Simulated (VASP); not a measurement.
# Mg (P6_3/mmc) in VASP: further runs, part 2 of 2

VASP 6.6.1.

### 4 Electric field gradients, PBE

This run uses another cell than the first one, of 23.24 Å³/atom, 0.943 times its volume.

INCAR

```
PREC = Accurate
ENCUT = 520
EDIFF = 1E-8
ISMEAR = -1
SIGMA = 0.08
LREAL = False
LASPH = True
NELM = 60
ALGO = Normal
ISIF = 2
LWAVE = False
LCHARG = False
GGA = PE
LEFG = True
NBANDS = 9
```

KPOINTS

```
regular mesh
0
Gamma
  12 12 7
```

POSCAR

```
Mg
1.0
    3.2092715325      0.0000000000      0.0000000000
   -1.6046357662      2.7793106748      0.0000000000
    0.0000000000      0.0000000000      5.2103300000
Mg
2
Direct
    0.3333333333      0.6666666667      0.2500000000
    0.6666666667      0.3333333333      0.7500000000
```

Potentials or basis: VASP PAW PBE potentials, release 64 (Mg).

Launch:

```sh
$ cat potpaw_PBE.64/Mg/POTCAR > POTCAR
$ mpirun -np 1 vasp_std > vasp.out
```

OUTCAR:

```text
PREC = Accurate
   ENCUT = 520
   EDIFF = 1E-8
   ISMEAR = -1
   LREAL = False
   LASPH = True
   NELM = 60
   ISIF = 2
   GGA = PE

 ion  position               nearest neighbor table
   1  0.333  0.667  0.250-   2 3.20   2 3.20   2 3.20   2 3.20   2 3.20   2 3.20
   2  0.667  0.333  0.750-   1 3.20   1 3.20   1 3.20   1 3.20   1 3.20   1 3.20

  LATTYP: Found a hexagonal cell.
 ALAT       =     3.2092715325
 C/A-ratio  =     1.6235242008

  Lattice vectors:

 A1 = (   3.2092715325,   0.0000000000,   0.0000000000)
 A2 = (  -1.6046357662,   2.7793106748,   0.0000000000)
 A3 = (   0.0000000000,   0.0000000000,   5.2103300000)

Analysis of symmetry for initial positions (statically):
=====================================================================
 Subroutine PRICEL returns:
 Original cell was already a primitive cell.

 Routine SETGRP: Setting up the symmetry group for a
[... 479 lines left out ...]
  energy-cutoff  :      520.00
  volume of cell :       46.47
      direct lattice vectors                 reciprocal lattice vectors
     3.209271532  0.000000000  0.000000000     0.311597193  0.179900723  0.000000000
    -1.604635766  2.779310675  0.000000000     0.000000000  0.359801446  0.000000000
     0.000000000  0.000000000  5.210330000     0.000000000  0.000000000  0.191926423

 POSITION                                       TOTAL-FORCE (eV/Angst)
 -----------------------------------------------------------------------------------
     -0.00000      1.85287      1.30258        -0.000000     -0.000000      0.000000
      1.60464      0.92644      3.90775         0.000000      0.000000      0.000000
 -----------------------------------------------------------------------------------
    total drift:                                0.000000     -0.000000      0.000000

  FREE ENERGIE OF THE ION-ELECTRON SYSTEM (eV)
  ---------------------------------------------------
  free  energy   TOTEN  =        -3.0203690480 eV

  energy  without entropy=       -3.0022576845  energy(sigma->0) =       -3.01131337

 Electric field gradients (V/A^2)
---------------------------------------------------------------------
 ion       V_xx      V_yy      V_zz      V_xy      V_xz      V_yz
---------------------------------------------------------------------
   1      -0.493    -0.493     0.985    -0.000    -0.000     0.000
   2      -0.493    -0.493     0.985    -0.000     0.000    -0.000
---------------------------------------------------------------------

 Electric field gradients after diagonalization (V/A^2)
 (convention: |V_zz| > |V_xx| > |V_yy|)
----------------------------------------------------------------------
 ion       V_xx      V_yy      V_zz     asymmetry (V_yy - V_xx)/ V_zz
----------------------------------------------------------------------
   1      -0.493    -0.493     0.985       0.000
   2      -0.493    -0.493     0.985       0.000
----------------------------------------------------------------------

           NMR quadrupolar parameters

 Cq : quadrupolar parameter    Cq=e*Q*V_zz/h
 eta: asymmetry parameters     (V_yy - V_xx)/ V_zz
 Q  : nuclear electric quadrupole moment in mb (millibarn)
----------------------------------------------------------------------
 ion       Cq(MHz)       eta       Q (mb)
----------------------------------------------------------------------
   1       0.002       0.000       1.000
   2       0.002       0.000       1.000
----------------------------------------------------------------------
```

OSZICAR:

```text
N       E                     dE             d eps       ncg     rms          rms(c)
DAV:   1    -0.302911693364E+00   -0.30291E+00   -0.13144E+03  1368   0.316E+02
DAV:   2    -0.298524601673E+01   -0.26823E+01   -0.25939E+01  1838   0.274E+01
DAV:   3    -0.303373116895E+01   -0.48485E-01   -0.47713E-01  1818   0.284E+00
DAV:   4    -0.303387384441E+01   -0.14268E-03   -0.14266E-03  1728   0.154E-01
DAV:   5    -0.303387447175E+01   -0.62734E-06   -0.62715E-06  1677   0.101E-02    0.964E-01
DAV:   6    -0.302786228968E+01    0.60122E-02   -0.65102E-04  1610   0.198E-01    0.618E-01
DAV:   7    -0.302035779485E+01    0.75045E-02   -0.25410E-03  1431   0.343E-01    0.344E-02
DAV:   8    -0.302037074705E+01   -0.12952E-04   -0.16861E-05  1926   0.245E-02    0.770E-03
DAV:   9    -0.302036933682E+01    0.14102E-05   -0.12625E-06  1498   0.538E-03    0.613E-04
DAV:  10    -0.302036909171E+01    0.24511E-06   -0.57662E-09  1897   0.448E-04    0.160E-04
DAV:  11    -0.302036904956E+01    0.42151E-07   -0.59880E-10   839   0.170E-04    0.163E-05
DAV:  12    -0.302036904799E+01    0.15679E-08   -0.10310E-11   803   0.180E-05
   1 F= -.30203690E+01 E0= -.30113134E+01  d E =-.181114E-01
```

Run time: 15 s. Hardware: 1 thread of AMD EPYC 7R13 (Zen 3), shared host; peak memory 0.14 GiB.

Results:

- Free energy: -3.0204 eV
- Pressure: -0.6 GPa
- Band gap on the k mesh: zero (band 2 reaches 3.57 eV, above the bottom of band 3 at 1.33 eV)

Electric field gradients, principal values (V/Å²):
```csv
atom,least,middle,greatest (by size)
1 Mg,-0.493,-0.493,0.985
2 Mg,-0.493,-0.493,0.985
```

Caveat: without QUAD_EFG the Cq values of the log hold for a quadrupole moment of 1 mb, not for the nuclei.

### 5 Electric field gradients, LDA

This run uses another cell than the first one, of 23.24 Å³/atom, 0.943 times its volume.

INCAR

```
SYSTEM = Mg
PREC = Accurate
ENCUT = 520
EDIFF = 1E-8
ISMEAR = -1
SIGMA = 0.08
LREAL = .False.
LASPH = .True.
NELM = 80
ALGO = Normal
ISIF = 2
LWAVE = .False.
LCHARG = .False.
LEFG = .True.
NBANDS = 9
```

KPOINTS

```
regular mesh
0
Gamma
  12 12 7
  0 0 0
```

POSCAR is that of step 4.

Potentials or basis: VASP PAW LDA potentials, release 64 (Mg).

Launch:

```sh
$ cat potpaw_LDA.64/Mg/POTCAR > POTCAR
$ mpirun -np 1 vasp_std > vasp.out
```

OUTCAR:

```text
SYSTEM = Mg
   PREC = Accurate
   ENCUT = 520
   EDIFF = 1E-8
   ISMEAR = -1
   LREAL = .False.
   LASPH = .True.
   NELM = 80
   ISIF = 2

 ion  position               nearest neighbor table
   1  0.333  0.667  0.250-   2 3.20   2 3.20   2 3.20   2 3.20   2 3.20   2 3.20
   2  0.667  0.333  0.750-   1 3.20   1 3.20   1 3.20   1 3.20   1 3.20   1 3.20

  LATTYP: Found a hexagonal cell.
 ALAT       =     3.2092715325
 C/A-ratio  =     1.6235242008

  Lattice vectors:

 A1 = (   3.2092715325,   0.0000000000,   0.0000000000)
 A2 = (  -1.6046357662,   2.7793106748,   0.0000000000)
 A3 = (   0.0000000000,   0.0000000000,   5.2103300000)

Analysis of symmetry for initial positions (statically):
=====================================================================
 Subroutine PRICEL returns:
 Original cell was already a primitive cell.

 Routine SETGRP: Setting up the symmetry group for a
 hexagonal supercell.

 Subroutine GETGRP returns: Found 24 space group operations
 (whereof 12 operations were pure point group operations)
 out of a pool of 24 trial point group operations.

The static configuration has the point symmetry D_3d.
 The point group associated with its full space group is D_6h.

Analysis of symmetry for dynamics (positions and initial velocities):
=====================================================================
 Subroutine PRICEL returns:
 Original cell was already a primitive cell.

 Routine SETGRP: Setting up the symmetry group for a
 hexagonal supercell.

 Subroutine GETGRP returns: Found 24 space group operations
 (whereof 12 operations were pure point group operations)
 out of a pool of 24 trial point group operations.

The dynamic configuration has the point symmetry D_3d.
 The point group associated with its full space group is D_6h.

 Subroutine INISYM returns: Found 24 space group operations
 (whereof 12 operations are pure point group operations),
 and found     1 'primitive' translations

----------------------------------------------------------------------------------------

                                     Primitive cell

  volume of cell :      46.4739

  direct lattice vectors                    reciprocal lattice vectors
     3.209271532  0.000000000  0.000000000     0.311597193  0.179900723  0.000000000
    -1.604635766  2.779310675  0.000000000     0.000000000  0.359801446  0.000000000
     0.000000000  0.000000000  5.210330000     0.000000000  0.000000000  0.191926423

  length of vectors
     3.209271532  3.209271532  5.210330000     0.359801446  0.359801446  0.191926423

  position of ions in fractional coordinates (direct lattice)
     0.333333333  0.666666667  0.250000000
     0.666666667  0.333333333  0.750000000

  ion indices of the primitive-cell ions
   primitive index   ion index
                 1           1
                 2           2

----------------------------------------------------------------------------------------

 KPOINTS: regular mesh

[... 75 lines left out ...]
   POTIM  = 0.5000    time-step for ionic-motion
   TEBEG  =    0.0;   TEEND  =   0.0 temperature during run
   PSTRESS=    0.0 pullay stress
   NELECT =       4.0000    total number of electrons
   NUPDOWN=      -1.0000    fix difference up-down
   EMIN   =  10.00;   EMAX   =-10.00  energy-range for DOS
   EFERMI =   0.00;   METHOD = LEGACY
   ISMEAR =    -1;   SIGMA  =   0.08  broadening in eV -4-tet -1-fermi 0-gaus
   EFERMI_NEDOS =   21; number of points for ismear=-14 and -15
   IALGO  =     38    algorithm
   IMIX   =      4    mixing-type and parameters
     AMIX     =   0.40;   BMIX     =  1.00
     AMIX_MAG =   1.60;   BMIX_MAG =  1.00
  volume/ion in A,a.u.               =      23.24       156.81
  Fermi-wavevector in a.u.,A,eV,Ry     =   0.722812  1.365916  7.108458  0.522457
  Thomas-Fermi vector in A             =   1.812869
   LORBIT       =      0    0 simple, 1 ext, 2 COOP (PROOUT), +10 PAW based schemes
   GGA     = CA    functional components
   LHFCALC =     F    Hartree Fock is set to
   AEXX    =    0.0000 exact exchange contribution
   IVDW    =     0    specifies the selected vdW correction
   LEPSILON=     F    determine dielectric tensor
   LRPA    =     F    only Hartree local field effects (RPA)
 non-spin polarized calculation
  energy-cutoff  :      520.00
  volume of cell :       46.47
 maximum number of plane-waves:      1281
 NGX is ok and might be reduce to    24
   NGX = 11   NGY = 11   NGZ = 19

 number of electron       4.0000000 magnetization

 Free energy of the ion-electron system (eV)
  ---------------------------------------------------
  ext. energy  EPLUGINS =         0.00000000
  ---------------------------------------------------
  free energy    TOTEN  =        -3.59591221 eV

  energy without entropy =       -3.57720102  energy(sigma->0) =       -3.58655661

 E-fermi :   2.3680     XC(G=0):  -8.6407

 val. band max:        2.3325805296   @ k =   0.3333   0.1667   0.1429
 cond. band min:       2.3869994142   @ k =   0.2500   0.0833   0.0000
 fundamental gap:      0.0544188847
 Fermi energy:         2.3679827458

 k-point     1 :       0.0000    0.0000    0.0000
  band No.  band energies     occupation
      1      -4.4602      2.00000
      2       0.7783      2.00000
      3       1.1288      2.00000
      4      13.2345      0.00000
      5      13.2345      0.00000
      6      13.2489      0.00000
      7      13.2489      0.00000
      8      14.1577      0.00000
      9      15.6674      0.00000
[... 265 lines left out ...]
 k-point    24 :       0.3333    0.0000    0.1429
  band No.  band energies     occupation
      1      -2.2062      2.00000
      2       1.5671      1.99991
      3       3.8529      0.00000
      4       4.8321      0.00000
      5       7.6201      0.00000
      6       9.7015      0.00000
      7       9.9766      0.00000
      8      11.5384      0.00000
      9      13.0357      0.00000

 [... further k-points ...]
[... 5 lines left out ...]
  --------------------------------------------------------------------------------------
  -------------------------------------------------------------------------------------
  Total       -0.7373956     -0.7373956     -0.9660799     -0.0000000      0.0000000      0.0000000
  in kB      -25.4215665    -25.4215665    -33.3054127     -0.0000000      0.0000000      0.0000000
  external PRESSURE =     -28.0495153 kB  Pullay stress =       0.0000000 kB

 VOLUME and BASIS-vectors are now :
 -----------------------------------------------------------------------------
  energy-cutoff  :      520.00
  volume of cell :       46.47
      direct lattice vectors                 reciprocal lattice vectors
     3.209271532  0.000000000  0.000000000     0.311597193  0.179900723  0.000000000
    -1.604635766  2.779310675  0.000000000     0.000000000  0.359801446  0.000000000
     0.000000000  0.000000000  5.210330000     0.000000000  0.000000000  0.191926423

 POSITION                                       TOTAL-FORCE (eV/Angst)
 -----------------------------------------------------------------------------------
     -0.00000      1.85287      1.30258         0.000000     -0.000000      0.000000
      1.60464      0.92644      3.90775        -0.000000      0.000000      0.000000
 -----------------------------------------------------------------------------------
    total drift:                                0.000000     -0.000000      0.000000

  FREE ENERGIE OF THE ION-ELECTRON SYSTEM (eV)
  ---------------------------------------------------
  free  energy   TOTEN  =        -3.5959122114 eV

  energy  without entropy=       -3.5772010157  energy(sigma->0) =       -3.58655661

 Electric field gradients (V/A^2)
---------------------------------------------------------------------
 ion       V_xx      V_yy      V_zz      V_xy      V_xz      V_yz
---------------------------------------------------------------------
   1      -0.529    -0.529     1.058    -0.000    -0.000     0.000
   2      -0.529    -0.529     1.058    -0.000     0.000    -0.000
---------------------------------------------------------------------

 Electric field gradients after diagonalization (V/A^2)
 (convention: |V_zz| > |V_xx| > |V_yy|)
----------------------------------------------------------------------
 ion       V_xx      V_yy      V_zz     asymmetry (V_yy - V_xx)/ V_zz
----------------------------------------------------------------------
   1      -0.529    -0.529     1.058       0.000
   2      -0.529    -0.529     1.058       0.000
----------------------------------------------------------------------

           NMR quadrupolar parameters

 Cq : quadrupolar parameter    Cq=e*Q*V_zz/h
 eta: asymmetry parameters     (V_yy - V_xx)/ V_zz
 Q  : nuclear electric quadrupole moment in mb (millibarn)
----------------------------------------------------------------------
 ion       Cq(MHz)       eta       Q (mb)
----------------------------------------------------------------------
   1       0.003       0.000       1.000
   2       0.003       0.000       1.000
----------------------------------------------------------------------
```

OSZICAR:

```text
N       E                     dE             d eps       ncg     rms          rms(c)
DAV:   1    -0.908638755197E+00   -0.90864E+00   -0.13165E+03  1368   0.316E+02
DAV:   2    -0.356888050805E+01   -0.26602E+01   -0.25743E+01  1830   0.274E+01
DAV:   3    -0.361658890643E+01   -0.47708E-01   -0.46961E-01  1822   0.280E+00
DAV:   4    -0.361672636106E+01   -0.13745E-03   -0.13743E-03  1691   0.146E-01
DAV:   5    -0.361672680675E+01   -0.44569E-06   -0.44574E-06  1725   0.851E-03    0.947E-01
DAV:   6    -0.360520461435E+01    0.11522E-01   -0.81499E-04  1569   0.155E-01    0.602E-01
DAV:   7    -0.359592054356E+01    0.92841E-02   -0.27962E-03  1436   0.282E-01    0.314E-02
DAV:   8    -0.359591335060E+01    0.71930E-05   -0.17898E-05  1986   0.218E-02    0.664E-03
DAV:   9    -0.359591221204E+01    0.11386E-05   -0.58955E-07  1520   0.339E-03    0.598E-04
DAV:  10    -0.359591221138E+01    0.66179E-09   -0.26352E-09  1779   0.317E-04
   1 F= -.35959122E+01 E0= -.35865566E+01  d E =-.187112E-01
```

stdout:

```text
POSCAR found type information on POSCAR Mg
 POSCAR found :  1 types and       2 ions
 scaLAPACK will be used
 LDA part: xc-table for (Slater(with rela. corr.)+CA(PZ))
 , standard interpolation
 POSCAR, INCAR and KPOINTS ok, starting setup
 FFT: planning ... GRIDC
 FFT: planning ... GRID_SOFT
 FFT: planning ... GRID
 WAVECAR not read
 entering main loop
ion   1

ion   2
```

Wall time 8.3 s (1 thread of Intel Xeon Platinum 8488C (Sapphire Rapids), shared host); peak memory 0.16 GiB.

What came out:

* Free energy: -3.5959 eV
* Pressure: -2.8 GPa
* Band gap on the k mesh: zero (band 2 reaches 3.41 eV, above the bottom of band 3 at 1.13 eV)

Levels at points of the mesh, in eV from the Fermi level:
```csv
k point,band 1,band 2,band 3,band 4,band 5
"(0.00, 0.00, 0.00)",-6.83,-1.59,-1.24,10.87,10.87
"(0.50, 0.00, 0.00)",-2.10,-2.06,2.68,3.10,3.24
```

Electric field gradients, principal values (V/Å²):
```
atom   least  middle  greatest (by size)
1 Mg  -0.529  -0.529               1.058
2 Mg  -0.529  -0.529               1.058
```

Caveat: without QUAD_EFG the Cq values of the log hold for a quadrupole moment of 1 mb, not for the nuclei.

### 6 Summary

| level | potentials or basis | cell | gap on the mesh (eV) | pressure (GPa) |
| --- | --- | --- | --- | --- |
| PBE | VASP PAW PBE potentials, release 64 (Mg) | a = 3.272, b = 3.272, c = 5.313 Å, angles 90.0, 90.0, 120.0°, 2 atoms | none | -2.3 |
| PBE | VASP PAW PBE potentials, release 64 (Mg) | a = 3.113, b = 3.113, c = 5.210 Å, angles 90.0, 90.0, 120.0°, 2 atoms | none | 1.9 |
| PBE | VASP PAW PBE potentials, release 64 (Mg) | a = 3.209, b = 3.209, c = 5.210 Å, angles 90.0, 90.0, 120.0°, 2 atoms | none | -0.6 |
| LDA | VASP PAW LDA potentials, release 64 (Mg) | a = 3.209, b = 3.209, c = 5.210 Å, angles 90.0, 90.0, 120.0°, 2 atoms | none | -2.8 |

Alike in all rows: task electric field gradients; no spin polarisation; k mesh 12 × 12 × 7; cutoff (eV) 520; smearing fermi-dirac 0.08 eV.

Absolute energies hang on the potentials; compare differences alone.
